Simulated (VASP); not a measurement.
# SnO (Pm-3m) in VASP: G0W0 quasiparticle levels with LDA

Aim: the G0W0 quasiparticle levels of SnO with LDA.

Program: VASP 6.6.1. These are calculated values, not measurements. Logs are shortened: lines on timing, memory, paths and dates and some standing lists are left out, and cuts for length are marked.

## (1) The cell of the first run

The structure is cubic, space group Pm-3m (No. 221). Conventional cell: a = 3.103 Å, b = 3.103 Å, c = 3.103 Å, α = 90.00°, β = 90.00°, γ = 90.00°. Sn (site symmetry m-3m) has 8 O at 2.69 Å and 6 Sn at 3.10 Å within 3.5 Å. O (site symmetry m-3m) has 8 Sn at 2.69 Å and 6 O at 3.10 Å within 3.5 Å.

## (2) G0W0 quasiparticle levels, LDA

The input, POSCAR:

```
SnO
1.0
    3.1034067823      0.0000000000      0.0000000000
    0.0000000000      3.1034067823      0.0000000000
    0.0000000000      0.0000000000      3.1034067823
Sn O
1 1
Direct
    0.0000000000      0.0000000000      0.0000000000
    0.5000000000      0.5000000000      0.5000000000
```

The input, INCAR.step1:

```
PREC = Accurate
ENCUT = 500
EDIFF = 1E-8
ISMEAR = 0
SIGMA = 0.01
LREAL = False
LASPH = True
NELM = 60
ALGO = Normal
LWAVE = True
LCHARG = False
```

The input, INCAR.step2:

```
PREC = Accurate
ENCUT = 500
EDIFF = 1E-8
ISMEAR = 0
SIGMA = 0.01
LREAL = False
LASPH = True
NELM = 1
ALGO = Exact
LWAVE = True
LCHARG = False
NBANDS = 70
LOPTICS = True
ISTART = 1
```

The input, INCAR.step3:

```
PREC = Accurate
ENCUT = 500
EDIFF = 1E-8
ISMEAR = 0
SIGMA = 0.01
LREAL = False
LASPH = True
ALGO = EVGW0
LWAVE = False
LCHARG = False
NELMGW = 1
NBANDS = 70
ENCUTGW = 80.0
NOMEGA = 48
PRECFOCK = Fast
ISTART = 1
NBANDSGW = 18
```

The input, KPOINTS:

```
regular mesh
0
Gamma
  4 4 4
```

Potentials or basis: VASP PAW LDA potentials, release 64 (Sn_d_GW, O_GW).

Launch:

```sh
cat potpaw_LDA.64/Sn_d_GW/POTCAR potpaw_LDA.64/O_GW/POTCAR > POTCAR
cp INCAR.step1 INCAR
mpirun -np 1 vasp_std > vasp.out
cp INCAR.step2 INCAR
mpirun -np 1 vasp_std > vasp.out
cp INCAR.step3 INCAR
mpirun -np 1 vasp_std > vasp.out
```

OUTCAR:

```text
PREC = Accurate
   ENCUT = 500
   EDIFF = 1E-8
   ISMEAR = 0
   LREAL = False
   LASPH = True
   NELMGW = 1
   ENCUTGW = 80.0
   PRECFOCK = Fast
   ISTART = 1

 ion  position               nearest neighbor table
   1  0.000  0.000  0.000-
   2  0.500  0.500  0.500-

  LATTYP: Found a simple cubic cell.
 ALAT       =     3.1034067823

  Lattice vectors:

 A1 = (   3.1034067823,   0.0000000000,   0.0000000000)
 A2 = (   0.0000000000,   3.1034067823,   0.0000000000)
 A3 = (   0.0000000000,   0.0000000000,   3.1034067823)

Analysis of symmetry for initial positions (statically):
=====================================================================
 Subroutine PRICEL returns:
 Original cell was already a primitive cell.

 Routine SETGRP: Setting up the symmetry group for a
 simple cubic supercell.

 Subroutine GETGRP returns: Found 48 space group operations
 (whereof 48 operations were pure point group operations)
 out of a pool of 48 trial point group operations.

The static configuration has the point symmetry O_h .

Analysis of symmetry for dynamics (positions and initial velocities):
=====================================================================
 Subroutine PRICEL returns:
 Original cell was already a primitive cell.

 Routine SETGRP: Setting up the symmetry group for a
 simple cubic supercell.

 Subroutine GETGRP returns: Found 48 space group operations
 (whereof 48 operations were pure point group operations)
 out of a pool of 48 trial point group operations.

The dynamic configuration has the point symmetry O_h .

 Subroutine INISYM returns: Found 48 space group operations
 (whereof 48 operations are pure point group operations),
 and found     1 'primitive' translations

----------------------------------------------------------------------------------------

                                     Primitive cell

  volume of cell :      29.8893

  direct lattice vectors                    reciprocal lattice vectors
     3.103406782  0.000000000  0.000000000     0.322226530  0.000000000  0.000000000
[... 43 lines left out ...]
  0.000000  0.000000  0.000000      1.000000
  0.250000  0.000000  0.000000      6.000000
  0.500000  0.000000  0.000000      3.000000
  0.250000  0.250000  0.000000     12.000000
  0.500000  0.250000  0.000000     12.000000
  0.500000  0.500000  0.000000      3.000000
  0.250000  0.250000  0.250000      8.000000
  0.500000  0.250000  0.250000     12.000000
  0.500000  0.500000  0.250000      6.000000
  0.500000  0.500000  0.500000      1.000000
   k-points           NKPTS =     10   k-points in BZ     NKDIM =     64   number of bands    NBANDS=     70
   number of dos      NEDOS =    301   number of ions     NIONS =      2
   total plane-waves  NPLWV =  13824
   dimension x,y,z NGX =    24 NGY =   24 NGZ =   24
   dimension x,y,z NGXF=    48 NGYF=   48 NGZF=   48
   ions per type =               1   1
   NGX,Y,Z   is equivalent  to a cutoff of  12.86, 12.86, 12.86 a.u.
   NGXF,Y,Z  is equivalent  to a cutoff of  25.71, 25.71, 25.71 a.u.
 SYSTEM =  unknown system
   PREC   = accura    normal or accurate (medium, high low for compatibility)
   ISTART =      1    job   : 0-new  1-cont  2-samecut
   ICHARG =      0    charge: 1-file 2-atom 10-const
   ISPIN  =      1    spin polarized calculation?
   LNONCOLLINEAR =      F non collinear calculations
   LSORBIT =      F    spin-orbit coupling
   LASPH  =      T    aspherical Exc in radial PAW
   ENCUT  =  500.0 eV  36.75 Ry    6.06 a.u.   5.66  5.66  5.66*2*pi/ulx,y,z
   NELM   =     60;   NELMIN=  2; NELMDL=  0     # of ELM steps
   EDIFF  = 0.1E-07   stopping-criterion for ELM
   LREAL  =      F    real-space projection
   EDIFFG = 0.1E-06   stopping-criterion for IOM
   NSW    =      0    number of steps for IOM
   IBRION =     -1    ionic relax: 0-MD 1-quasi-New 2-CG
   NFREE  =      0    steps in history (QN), initial steepest desc. (CG)
   ISIF   =      0    stress and relaxation
   ISYM   =      3    0-nonsym 1-usesym 2-fastsym
   POTIM  = 0.5000    time-step for ionic-motion
   TEBEG  =    0.0;   TEEND  =   0.0 temperature during run
   PSTRESS=    0.0 pullay stress
   NELECT =      20.0000    total number of electrons
   NUPDOWN=      -1.0000    fix difference up-down
   EMIN   =  10.00;   EMAX   =-10.00  energy-range for DOS
   EFERMI =   0.00;   METHOD = LEGACY
   ISMEAR =     0;   SIGMA  =   0.01  broadening in eV -4-tet -1-fermi 0-gaus
   EFERMI_NEDOS =   21; number of points for ismear=-14 and -15
   IALGO  =     38    algorithm
   IMIX   =      4    mixing-type and parameters
     AMIX     =   0.40;   BMIX     =  1.00
     AMIX_MAG =   1.60;   BMIX_MAG =  1.00
  volume/ion in A,a.u.               =      14.94       100.85
  Fermi-wavevector in a.u.,A,eV,Ry     =   1.431900  2.705899 27.896550  2.050339
  Thomas-Fermi vector in A             =   2.551586
   LORBIT       =      0    0 simple, 1 ext, 2 COOP (PROOUT), +10 PAW based schemes
   GGA     = CA    functional components
   LHFCALC =     T    Hartree Fock is set to
   PRECFOCK=fast      Normal, Fast or Accurate (Low or Medium for compatibility)
   ENCUT4O =  -1.0   cutoff for four orbital integrals eV
   NKREDX  =     1    reduce k-point grid by
   NKREDY  =     1    reduce k-point grid by
   NKREDZ  =     1    reduce k-point grid by
   AEXX    =    1.0000 exact exchange contribution
   HFSCREEN=    0.0000 screening length (either q_TF or 0.3 A-1)
   HFSCREENC=   0.0000 screening length for correlation (either q_TF or 0.3 A-1)
   ENCUTFOCK=  -1.0 apply spherical cutoff to Coloumb kernel
   IVDW    =     0    specifies the selected vdW correction
   LEPSILON=     F    determine dielectric tensor
   LRPA    =     F    only Hartree local field effects (RPA)
   LRPAFORCE           =     F    calculate RPA forces
   ENCUTGW             =  80.0    cutoff for response function in eV
   ENCUTGWSOFT         =  64.0    soft cutoff for Coulomb kernel in GW response function in eV
   ENCUTLF             =  -1.0    cutoff for local field effects
   NELMGW              =     1    number of iterations in solving QP/BSE equation
   NELMHF              =     1    number of iterations in the inner HF iteration
   NKREDLFX            =     1    NKREDLFY  =   1   NKREDLFZ  =   1
 non-spin polarized calculation
 Gauss-broadening in eV      SIGMA  =   0.01
  energy-cutoff  :      500.00
  volume of cell :       29.89
 maximum number of plane-waves:       770
 NGX is ok and might be reduce to    24
  NGX = 14; NGY = 14; NGZ = 14
   NGX = 11   NGY = 11   NGZ = 11
 maximum number of plane-waves:        57
 NGX is ok and might be reduce to    10

 QP shifts <psi_nk| G(iteration)W_0 |psi_nk>: iteration 1
 for sc-GW calculations column KS-energies equals QP-energies in previous step
 and V_xc(KS)=  KS-energies - (<T + V_ion + V_H > + <T+V_H+V_ion>^1  + <V_x>^1)

 k-point   1 :       0.0000    0.0000    0.0000
  band No.  KS-energies  QP-energies   sigma(KS)   V_xc(KS)     V^pw_x(r,r')   Z            occupation Imag(sigma)

      1     -15.6575     -18.0661     -20.7888     -17.3011     -26.8603       0.6906       2.0000       0.3538
      2     -15.6575     -18.0661     -20.7888     -17.3011     -26.8603       0.6906       2.0000       0.3538
      3     -15.2740     -17.7459     -21.1024     -17.5425     -27.1301       0.6944       2.0000       0.3095
      4     -15.2740     -17.7459     -21.1024     -17.5425     -27.1301       0.6944       2.0000       0.3095
      5     -15.2740     -17.7459     -21.1024     -17.5425     -27.1301       0.6944       2.0000       0.3095
      6     -11.8709     -12.2599     -18.0729     -17.4315     -28.6676       0.6065       2.0000       1.6204
[... 195 lines left out ...]
      4     -15.1889     -17.6656     -21.1588     -17.6094     -27.1357       0.6978       2.0000       0.3069
      5     -15.1889     -17.6656     -21.1588     -17.6094     -27.1357       0.6978       2.0000       0.3069
      6     -10.3373     -10.8885     -20.4353     -19.4981     -30.9619       0.5882       2.0000       1.1888
[... 10 lines left out ...]
     17      25.7159      26.8304     -11.5748     -12.9801      -5.1387       0.7931       0.0000      -0.8590
     18      31.4793      33.1318     -10.4877     -12.6081      -3.9306       0.7794       0.0000      -1.1266
```

OUTCAR.step2:

```text
PREC = Accurate
   ENCUT = 500
   EDIFF = 1E-8
   ISMEAR = 0
   LREAL = False
[... 788 lines left out ...]
     0.00000    29.80421    29.80421    29.80421     0.00000    -0.00000     0.00000
     1.24824    14.05503    14.05503    14.05503     0.00000    -0.00000     0.00000
     2.49649    15.74793    15.74793    15.74793     0.00000    -0.00000    -0.00000
     3.74473   -29.67372   -29.67372   -29.67372     0.00000     0.00000     0.00000
     4.99297    -6.95224    -6.95224    -6.95224    -0.00000    -0.00000     0.00000
     6.24122    -5.63301    -5.63301    -5.63301    -0.00000    -0.00000     0.00000
[... 92 lines left out ...]
   122.32786     0.91861     0.91861     0.91861     0.00000     0.00000    -0.00000
   123.57611     0.92067     0.92067     0.92067     0.00000     0.00000    -0.00000
```

It took 88 s on 1 thread of Intel Xeon 6975P-C, shared host; peak memory 0.28 GiB.

Results:

| Property | Result |
| --- | --- |
| Band gap on the k mesh, mean-field level | 0.42 eV, indirect (least direct gap 1.23 eV) |
| Quasiparticle gap | 0.37 eV |
| Least direct quasiparticle gap | 1.50 eV |

Caveat: the k points lie up to 0.51 Å⁻¹ apart; bands, screening cutoff and mesh are small and nothing is extrapolated, so the quasiparticle values aren't converged; spin-orbit coupling is left out, which moves the levels of the heavy elements. A k mesh can miss the band edges.
